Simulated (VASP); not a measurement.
# BaTiO3 in VASP: further runs

BaTiO3 is run at these levels: r2SCAN; tasks: single point.

Everything below comes from runs of VASP 6.6.1. Logs are shortened: lines on timing, memory, paths and dates and some standing lists are left out, and cuts for length are marked.

### Step 1. The cell of the first run

The structure is tetragonal, space group P4/mmm (No. 123). The conventional cell has a = 4.154 Å, b = 4.154 Å, c = 4.314 Å, α = 90.00°, β = 90.00°, γ = 90.00°. Ba (site symmetry 4/mmm) has 12 O at 2.94 to 2.99 Å and 8 Ti at 3.64 Å within 3.9 Å. Ti (site symmetry 4/mmm) has 6 O at 2.08 to 2.16 Å within 2.7 Å. O (site symmetry 4/mmm) has 2 Ti at 2.16 Å and 4 Ba at 2.94 Å and 8 O at 2.99 Å within 3.0 Å. O (site symmetry mmm) has 2 Ti at 2.08 Å within 2.7 Å.

### Step 2. Single point, r2SCAN (strain +0.040 along x and y, +0.080 along z)

Contents of POSCAR:

```
BaTiO3
1.0
    4.1537284052      0.0000000000      0.0000000000
    0.0000000000      4.1537284052      0.0000000000
    0.0000000000      0.0000000000      4.3136321454
Ba Ti O
1 1 3
Direct
    0.0000000000      0.0000000000      0.0000000000
    0.5000000000      0.5000000000      0.5000000000
    0.5000000000      0.5000000000      0.0000000000
    0.5000000000      0.0000000000      0.5000000000
    0.0000000000      0.5000000000      0.5000000000
```

Contents of INCAR.step1:

```
SYSTEM = BaTiO3
  PREC = Accurate
  ENCUT = 520
  ISMEAR = 0
  SIGMA = 0.05
  LREAL = .False.
  LASPH = .True.
  NELM = 80
  NBANDS = 28
  GGA = PE
  ALGO = Normal
  EDIFF = 1E-4
  LWAVE = .True.
  LCHARG = .False.
```

Contents of INCAR.step2:

```
SYSTEM = BaTiO3
  PREC = Accurate
  ENCUT = 520
  EDIFF = 1E-6
  ISMEAR = 0
  SIGMA = 0.05
  LREAL = .False.
  LASPH = .True.
  NELM = 80
  ALGO = Normal
  ISIF = 2
  LWAVE = .False.
  LCHARG = .True.
  METAGGA = R2SCAN
  LMIXTAU = .True.
  LELF = .True.
  LVHAR = .True.
  NBANDS = 28
  ISTART = 1
```

Contents of KPOINTS:

```
regular mesh
0
Gamma
  8 8 8
  0 0 0
```

Potentials or basis: VASP PAW PBE potentials, release 64 (Ba_sv, Ti_sv, O).

Run with:

```console
> cat potpaw_PBE.64/Ba_sv/POTCAR potpaw_PBE.64/Ti_sv/POTCAR potpaw_PBE.64/O/POTCAR > POTCAR
> cp INCAR.step1 INCAR
> mpirun -np 1 vasp_std > vasp.out
> cp INCAR.step2 INCAR
> mpirun -np 1 vasp_std > vasp.out
```

OUTCAR:

```text
SYSTEM = BaTiO3
   PREC = Accurate
   ENCUT = 520
   EDIFF = 1E-6
   ISMEAR = 0
   LREAL = .False.
   LASPH = .True.
   NELM = 80
   ISIF = 2
   METAGGA = R2SCAN
   ISTART = 1

 ion  position               nearest neighbor table
   1  0.000  0.000  0.000-   3 2.94   3 2.94   3 2.94   3 2.94   5 2.99   4 2.99   5 2.99   5 2.99
                             5 2.99   4 2.99   4 2.99   4 2.99   2 3.64   2 3.64   2 3.64   2 3.64
   2  0.500  0.500  0.500-   4 2.08   5 2.08   4 2.08   5 2.08   3 2.16   3 2.16   1 3.64   1 3.64
                             1 3.64   1 3.64   1 3.64   1 3.64   1 3.64   1 3.64
   3  0.500  0.500  0.000-   2 2.16   2 2.16   1 2.94   1 2.94   1 2.94   1 2.94
   4  0.500  0.000  0.500-   2 2.08   2 2.08   1 2.99   1 2.99   1 2.99   1 2.99
   5  0.000  0.500  0.500-   2 2.08   2 2.08   1 2.99   1 2.99   1 2.99   1 2.99

  LATTYP: Found a simple tetragonal cell.
 ALAT       =     4.1537284052
 C/A-ratio  =     1.0384964361

  Lattice vectors:

 A1 = (   4.1537284052,   0.0000000000,   0.0000000000)
 A2 = (   0.0000000000,   4.1537284052,   0.0000000000)
 A3 = (   0.0000000000,   0.0000000000,   4.3136321454)

Analysis of symmetry for initial positions (statically):
=====================================================================
 Subroutine PRICEL returns:
 Original cell was already a primitive cell.

 Routine SETGRP: Setting up the symmetry group for a
 simple tetragonal supercell.

 Subroutine GETGRP returns: Found 16 space group operations
 (whereof 16 operations were pure point group operations)
 out of a pool of 16 trial point group operations.

The static configuration has the point symmetry D_4h.

Analysis of symmetry for dynamics (positions and initial velocities):
=====================================================================
 Subroutine PRICEL returns:
 Original cell was already a primitive cell.

 Routine SETGRP: Setting up the symmetry group for a
 simple tetragonal supercell.

 Subroutine GETGRP returns: Found 16 space group operations
 (whereof 16 operations were pure point group operations)
 out of a pool of 16 trial point group operations.

The dynamic configuration has the point symmetry D_4h.

 Subroutine INISYM returns: Found 16 space group operations
 (whereof 16 operations are pure point group operations),
 and found     1 'primitive' translations

----------------------------------------------------------------------------------------

                                     Primitive cell

  volume of cell :      74.4251

  direct lattice vectors                    reciprocal lattice vectors
     4.153728405  0.000000000  0.000000000     0.240747565  0.000000000  0.000000000
     0.000000000  4.153728405  0.000000000     0.000000000  0.240747565  0.000000000
     0.000000000  0.000000000  4.313632145     0.000000000  0.000000000  0.231823198

  length of vectors
     4.153728405  4.153728405  4.313632145     0.240747565  0.240747565  0.231823198

  position of ions in fractional coordinates (direct lattice)
     0.000000000  0.000000000  0.000000000
     0.500000000  0.500000000  0.500000000
     0.500000000  0.500000000  0.000000000
     0.500000000  0.000000000  0.500000000
     0.000000000  0.500000000  0.500000000

  ion indices of the primitive-cell ions
   primitive index   ion index
                 1           1
                 2           2
                 3           3
                 4           4
                 5           5

----------------------------------------------------------------------------------------

 KPOINTS: regular mesh

Automatic generation of k-mesh.
 Grid dimensions read from file:
 generate k-points for:    8    8    8

 Generating k-lattice:

  Cartesian coordinates                     Fractional coordinates (reciprocal lattice)
     0.030093446  0.000000000  0.000000000     0.125000000  0.000000000  0.000000000
     0.000000000  0.030093446  0.000000000     0.000000000  0.125000000  0.000000000
     0.000000000  0.000000000  0.028977900     0.000000000  0.000000000  0.125000000

  Length of vectors
     0.030093446  0.030093446  0.028977900

  Shift w.r.t. Gamma in fractional coordinates (k-lattice)
     0.000000000  0.000000000  0.000000000

 Subroutine IBZKPT returns following result:
 ===========================================

 Found     75 irreducible k-points:

 Following reciprocal coordinates:
            Coordinates               Weight
  0.000000  0.000000  0.000000      1.000000
  0.125000  0.000000  0.000000      4.000000
  0.250000  0.000000  0.000000      4.000000
  0.375000  0.000000  0.000000      4.000000
  0.500000  0.000000  0.000000      2.000000
  0.125000  0.125000  0.000000      4.000000
[... 16 lines left out ...]
  0.375000  0.125000  0.125000     16.000000
  0.500000  0.125000  0.125000      8.000000
 [... further k-points ...]
   k-points           NKPTS =     75   k-points in BZ     NKDIM =     75   number of bands    NBANDS=     28
   number of dos      NEDOS =    301   number of ions     NIONS =      5
   total plane-waves  NPLWV =  32768
   dimension x,y,z NGX =    32 NGY =   32 NGZ =   32
   dimension x,y,z NGXF=    64 NGYF=   64 NGZF=   64
   ions per type =               1   1   3
   NGX,Y,Z   is equivalent  to a cutoff of  12.81, 12.81, 12.33 a.u.
   NGXF,Y,Z  is equivalent  to a cutoff of  25.61, 25.61, 24.67 a.u.
 SYSTEM =  BaTiO3
   PREC   = accura    normal or accurate (medium, high low for compatibility)
   ISTART =      1    job   : 0-new  1-cont  2-samecut
   ICHARG =      0    charge: 1-file 2-atom 10-const
   ISPIN  =      1    spin polarized calculation?
   LNONCOLLINEAR =      F non collinear calculations
   LSORBIT =      F    spin-orbit coupling
   LASPH  =      T    aspherical Exc in radial PAW
   ENCUT  =  520.0 eV  38.22 Ry    6.18 a.u.   7.72  7.72  8.02*2*pi/ulx,y,z
   NELM   =     80;   NELMIN=  2; NELMDL=  0     # of ELM steps
   EDIFF  = 0.1E-05   stopping-criterion for ELM
   LREAL  =      F    real-space projection
   EDIFFG = 0.1E-04   stopping-criterion for IOM
   NSW    =      0    number of steps for IOM
   IBRION =     -1    ionic relax: 0-MD 1-quasi-New 2-CG
   NFREE  =      0    steps in history (QN), initial steepest desc. (CG)
   ISIF   =      2    stress and relaxation
   ISYM   =      2    0-nonsym 1-usesym 2-fastsym
   POTIM  = 0.5000    time-step for ionic-motion
   TEBEG  =    0.0;   TEEND  =   0.0 temperature during run
   PSTRESS=    0.0 pullay stress
   NELECT =      40.0000    total number of electrons
   NUPDOWN=      -1.0000    fix difference up-down
   EMIN   =  10.00;   EMAX   =-10.00  energy-range for DOS
   EFERMI =   0.00;   METHOD = LEGACY
   ISMEAR =     0;   SIGMA  =   0.05  broadening in eV -4-tet -1-fermi 0-gaus
   EFERMI_NEDOS =   21; number of points for ismear=-14 and -15
   IALGO  =     38    algorithm
   IMIX   =      4    mixing-type and parameters
     AMIX     =   0.40;   BMIX     =  1.00
     AMIX_MAG =   1.60;   BMIX_MAG =  1.00
  volume/ion in A,a.u.               =      14.89       100.45
  Fermi-wavevector in a.u.,A,eV,Ry     =   1.331032  2.515285 24.104698  1.771645
  Thomas-Fermi vector in A             =   2.460074
   LORBIT       =      0    0 simple, 1 ext, 2 COOP (PROOUT), +10 PAW based schemes
   METAGGA = R2SCAN    functional components
   LHFCALC =     F    Hartree Fock is set to
   AEXX    =    0.0000 exact exchange contribution
   IVDW    =     0    specifies the selected vdW correction
   LEPSILON=     F    determine dielectric tensor
   LRPA    =     F    only Hartree local field effects (RPA)
 non-spin polarized calculation
 Gauss-broadening in eV      SIGMA  =   0.05
  energy-cutoff  :      520.00
  volume of cell :       74.43
 maximum number of plane-waves:      2024
 NGX is ok and might be reduce to    32
   NGX = 15   NGY = 15   NGZ = 17

 number of electron      40.0000006 magnetization

 Free energy of the ion-electron system (eV)
  ---------------------------------------------------
  ext. energy  EPLUGINS =         0.00000000
  ---------------------------------------------------
  free energy    TOTEN  =       -73.56038808 eV

  energy without entropy =      -73.56038808  energy(sigma->0) =      -73.56038808

 E-fermi :   2.7557     XC(G=0): -11.0922

 val. band max:        2.4917024368   @ k =   0.5000   0.5000   0.5000
 cond. band min:       4.2152123548   @ k =   0.0000   0.0000   0.0000
 fundamental gap:      1.7235099180
 Fermi energy:         2.7557235164

 k-point     1 :       0.0000    0.0000    0.0000
  band No.  band energies     occupation
      1     -57.0759      2.00000
      2     -32.1706      2.00000
      3     -32.1608      2.00000
      4     -32.1608      2.00000
      5     -23.4363      2.00000
      6     -15.0830      2.00000
[... 20 lines left out ...]
     27       8.0246      0.00000
     28       9.1809      0.00000

 k-point     2 :       0.1250    0.0000    0.0000
  band No.  band energies     occupation
      1     -57.0759      2.00000
      2     -32.1704      2.00000
      3     -32.1655      2.00000
      4     -32.1607      2.00000
      5     -23.4274      2.00000
      6     -15.0622      2.00000
[... 20 lines left out ...]
     27       8.2785      0.00000
     28       9.5401      0.00000

 k-point     3 :       0.2500    0.0000    0.0000
  band No.  band energies     occupation
      1     -57.0757      2.00000
      2     -32.1766      2.00000
      3     -32.1700      2.00000
      4     -32.1603      2.00000
      5     -23.4056      2.00000
      6     -15.0360      2.00000
[... 20 lines left out ...]
     27       8.9106      0.00000
     28      10.5458      0.00000

 k-point     4 :       0.3750    0.0000    0.0000
  band No.  band energies     occupation
      1     -57.0755      2.00000
      2     -32.1878      2.00000
      3     -32.1697      2.00000
      4     -32.1600      2.00000
      5     -23.3836      2.00000
      6     -15.0443      2.00000
[... 578 lines left out ...]
     27       9.2602      0.00000
     28      10.4384      0.00000

 k-point    23 :       0.3750    0.1250    0.1250
  band No.  band energies     occupation
      1     -57.0753      2.00000
      2     -32.1875      2.00000
      3     -32.1723      2.00000
      4     -32.1645      2.00000
      5     -23.3721      2.00000
      6     -14.9589      2.00000
[... 20 lines left out ...]
     27       9.9640      0.00000
     28      10.9523      0.00000

 k-point    24 :       0.5000    0.1250    0.1250
  band No.  band energies     occupation
      1     -57.0753      2.00000
      2     -32.1920      2.00000
      3     -32.1721      2.00000
      4     -32.1643      2.00000
      5     -23.3636      2.00000
      6     -14.9599      2.00000
[... 20 lines left out ...]
     27      10.2679      0.00000
     28      11.0604      0.00000

 [... further k-points ...]

------------------------ aborting loop because EDIFF is reached ----------------------------------------

  FORCE on cell =-STRESS in cart. coord.  units (eV):
  Direction    XX          YY          ZZ          XY          YZ          ZX
  --------------------------------------------------------------------------------------
  -------------------------------------------------------------------------------------
  Total       -8.0876467     -8.0876467     -9.5689138      0.0000000     -0.0000000      0.0000000
  in kB     -174.1058862   -174.1058862   -205.9936938      0.0000000     -0.0000000      0.0000000
  external PRESSURE =    -184.7351554 kB  Pullay stress =       0.0000000 kB

 VOLUME and BASIS-vectors are now :
 -----------------------------------------------------------------------------
  energy-cutoff  :      520.00
  volume of cell :       74.43
      direct lattice vectors                 reciprocal lattice vectors
     4.153728405  0.000000000  0.000000000     0.240747565  0.000000000  0.000000000
     0.000000000  4.153728405  0.000000000     0.000000000  0.240747565  0.000000000
     0.000000000  0.000000000  4.313632145     0.000000000  0.000000000  0.231823198

 POSITION                                       TOTAL-FORCE (eV/Angst)
 -----------------------------------------------------------------------------------
      0.00000      0.00000      0.00000         0.000000      0.000000      0.000000
      2.07686      2.07686      2.15682         0.000000      0.000000      0.000000
      2.07686      2.07686      0.00000         0.000000      0.000000      0.000000
      2.07686      0.00000      2.15682         0.000000      0.000000      0.000000
      0.00000      2.07686      2.15682         0.000000      0.000000      0.000000
 -----------------------------------------------------------------------------------
    total drift:                                0.000000     -0.000000     -0.000000

  FREE ENERGIE OF THE ION-ELECTRON SYSTEM (eV)
  ---------------------------------------------------
  free  energy   TOTEN  =       -73.5603880815 eV

  energy  without entropy=      -73.5603880815  energy(sigma->0) =      -73.56038808
```

Run time: 4.7 min. Hardware: 1 thread of Intel Xeon Platinum 8375C at 2.90GHz (Ice Lake), shared host; peak memory 0.3 GiB.

Results:

```yaml
Free_energy: -73.5604 eV
Pressure: -18.5 GPa
Band_gap_on_the_k_mesh: 1.72 eV (least direct gap 2.00 eV)
```

Caveat: the cell differs from its parent crystal (strain +0.040 along x and y, +0.080 along z); the cell stands under tension; the PAW data sets were made with another functional, which shifts forces and pressure a little; spin-orbit coupling is left out, which moves the levels of the heavy elements. A k mesh can miss the band edges.

### Step 3. Single point, r2SCAN (strain +0.080 along x and y, +0.040 along z)

Edit POSCAR of step 2 so:

```diff
@@ -2,5 +2,5 @@
 1.0
-    4.1537284052      0.0000000000      0.0000000000
-    0.0000000000      4.1537284052      0.0000000000
-    0.0000000000      0.0000000000      4.3136321454
+    4.3134871900      0.0000000000      0.0000000000
+    0.0000000000      4.3134871900      0.0000000000
+    0.0000000000      0.0000000000      4.1538679918
 Ba Ti O
```

Contents of INCAR.step1:

```
SYSTEM = BaTiO3
  ALGO = Normal
  EDIFF = 1E-4
  ENCUT = 520
  GGA = PE
  ISMEAR = 0
  LASPH = .TRUE.
  LCHARG = .FALSE.
  LREAL = .FALSE.
  LWAVE = .TRUE.
  NBANDS = 28
  NELM = 80
  PREC = Accurate
  SIGMA = 0.05
```

Contents of INCAR.step2:

```
SYSTEM = BaTiO3
  ALGO = Normal
  EDIFF = 1E-6
  ENCUT = 520
  ISIF = 2
  ISMEAR = 0
  ISTART = 1
  LASPH = .TRUE.
  LCHARG = .FALSE.
  LMIXTAU = .TRUE.
  LREAL = .FALSE.
  LWAVE = .FALSE.
  METAGGA = R2SCAN
  NBANDS = 28
  NELM = 80
  PREC = Accurate
  SIGMA = 0.05
```

Contents of KPOINTS:

```
k-points
0
G
  8 8 8
  0 0 0
```

Potentials or basis: VASP PAW PBE potentials, release 64 (Ba_sv, Ti_sv, O).

Run with:

```console
> cat potpaw_PBE.64/Ba_sv/POTCAR potpaw_PBE.64/Ti_sv/POTCAR potpaw_PBE.64/O/POTCAR > POTCAR
> cp INCAR.step1 INCAR
> mpirun -np 1 vasp_std > vasp.out
> cp INCAR.step2 INCAR
> mpirun -np 1 vasp_std > vasp.out
```

Run time: 4.1 min. Hardware: 1 thread of Intel Xeon Platinum 8375C at 2.90GHz (Ice Lake), shared host; peak memory 0.3 GiB.

It converged, with:

* Free energy: -73.2034 eV
* Pressure: -21.5 GPa
* Band gap on the k mesh: 1.63 eV (least direct gap 1.91 eV)

Stress tensor (GPa, compression positive):
```
-22.44   0.00   0.00
  0.00 -22.44   0.00
  0.00   0.00 -19.48
```

Levels at points of the mesh, in eV from the valence-band top:
```
           k point  band 16  band 17  band 18  band 19  band 20  band 21  band 22  band 23  band 24  band 25
(0.00, 0.00, 0.00)    -0.91    -0.79    -0.29    -0.29    -0.28     1.63     1.69     1.69     2.85     3.05
(0.50, 0.00, 0.00)    -1.49    -1.45    -1.45    -0.72    -0.69     1.76     2.81     2.83     3.00     4.58
(0.50, 0.50, 0.00)    -1.95    -1.88    -1.12    -1.12    -0.13     2.83     2.83     3.15     3.82     5.93
(0.00, 0.00, 0.50)    -1.84    -1.65    -1.44    -0.71    -0.71     1.74     2.86     3.07     3.07     4.71
(0.50, 0.00, 0.50)    -2.08    -1.74    -0.86    -0.84    -0.08     2.81     3.07     3.33     3.54     6.29
(0.50, 0.50, 0.50)    -2.49    -2.18    -0.05     0.00     0.00     3.29     3.46     3.46     5.94     6.41
```

Caveat: the cell differs from its parent crystal (strain +0.080 along x and y, +0.040 along z); the cell stands under tension; the PAW data sets were made with another functional, which shifts forces and pressure a little; spin-orbit coupling is left out, which moves the levels of the heavy elements.

### Step 4. Single point, r2SCAN (strain +0.080 along x and y, +0.080 along z)

Edit POSCAR of step 3 so:

```diff
@@ -4,3 +4,3 @@
     0.0000000000      4.3134871900      0.0000000000
-    0.0000000000      0.0000000000      4.1538679918
+    0.0000000000      0.0000000000      4.3136321454
 Ba Ti O
```

Contents of INCAR.step1:

```
SYSTEM = BaTiO3
PREC = Accurate
ENCUT = 520
ISMEAR = 0
SIGMA = 0.05
LREAL = .False.
LASPH = .True.
NELM = 80
NBANDS = 28
GGA = PE
ALGO = Normal
EDIFF = 1E-4
LWAVE = .True.
LCHARG = .False.
```

Contents of INCAR.step2:

```
SYSTEM = BaTiO3
PREC = Accurate
ENCUT = 520
EDIFF = 1E-7
ISMEAR = 0
SIGMA = 0.05
LREAL = .False.
LASPH = .True.
NELM = 80
ALGO = Normal
ISIF = 2
LWAVE = .False.
LCHARG = .False.
METAGGA = R2SCAN
LMIXTAU = .True.
NBANDS = 28
ISTART = 1
```

Contents of KPOINTS:

```
regular mesh
0
Gamma
  8 8 8
  0 0 0
```

Run with:

```console
> cat potpaw_PBE.64/Ba_sv/POTCAR potpaw_PBE.64/Ti_sv/POTCAR potpaw_PBE.64/O/POTCAR > POTCAR
> cp INCAR.step1 INCAR
> mpirun -np 1 vasp_std > vasp.out
> cp INCAR.step2 INCAR
> mpirun -np 1 vasp_std > vasp.out
```

It took 5 min on 1 thread of Intel Xeon Platinum 8375C at 2.90GHz (Ice Lake), shared host; peak memory 0.31 GiB.

It converged, with:

| Quantity | Value |
| --- | --- |
| Free energy | -72.7991 eV |
| Pressure | -24.0 GPa |
| Band gap on the k mesh | 1.59 eV (least direct gap 1.88 eV) |

Levels at points of the mesh, in eV from the valence-band top:
| k point | band 16 | band 17 | band 18 | band 19 | band 20 | band 21 | band 22 | band 23 | band 24 | band 25 |
| --- | --- | --- | --- | --- | --- | --- | --- | --- | --- | --- |
| (0.00, 0.00, 0.00) | -0.81 | -0.81 | -0.29 | -0.29 | -0.29 | 1.59 | 1.59 | 1.59 | 2.76 | 2.76 |
| (0.50, 0.00, 0.00) | -1.52 | -1.52 | -1.35 | -0.68 | -0.68 | 1.67 | 2.75 | 2.75 | 2.76 | 4.34 |
| (0.50, 0.50, 0.00) | -1.99 | -1.76 | -0.91 | -0.91 | -0.06 | 2.75 | 2.75 | 3.08 | 3.40 | 5.85 |
| (0.00, 0.00, 0.50) | -1.52 | -1.52 | -1.35 | -0.68 | -0.68 | 1.67 | 2.75 | 2.75 | 2.76 | 4.34 |
| (0.50, 0.00, 0.50) | -1.99 | -1.76 | -0.91 | -0.91 | -0.06 | 2.75 | 2.75 | 3.08 | 3.40 | 5.85 |
| (0.50, 0.50, 0.50) | -2.32 | -2.32 | 0.00 | 0.00 | 0.00 | 3.21 | 3.21 | 3.21 | 5.85 | 5.85 |

Caveat: the cell differs from its parent crystal (strain +0.080 along x and y, +0.080 along z); the cell stands under tension; the PAW data sets were made with another functional, which shifts forces and pressure a little; spin-orbit coupling is left out, which moves the levels of the heavy elements. A k mesh can miss the band edges.

### Step 5. The runs side by side

```csv
cell,gap on the mesh (eV),pressure (GPa)
"a = 4.154, b = 4.154, c = 4.314 Å, 5 atoms",1.72,-18.5
"a = 4.313, b = 4.313, c = 4.154 Å, 5 atoms",1.63,-21.5
"a = 4.313 Å, 5 atoms",1.59,-24.0
```

Alike in all rows: task single point; level r2SCAN; potentials or basis VASP PAW PBE potentials, release 64 (Ba_sv, Ti_sv, O); no spin polarisation; k mesh 8 × 8 × 8; cutoff (eV) 520; smearing gaussian 0.05 eV.

Caveats: the cell stands under tension; the PAW data sets were made with another functional, which shifts forces and pressure a little; spin-orbit coupling is left out, which moves the levels of the heavy elements.

Absolute energies hang on the potentials; compare differences alone.
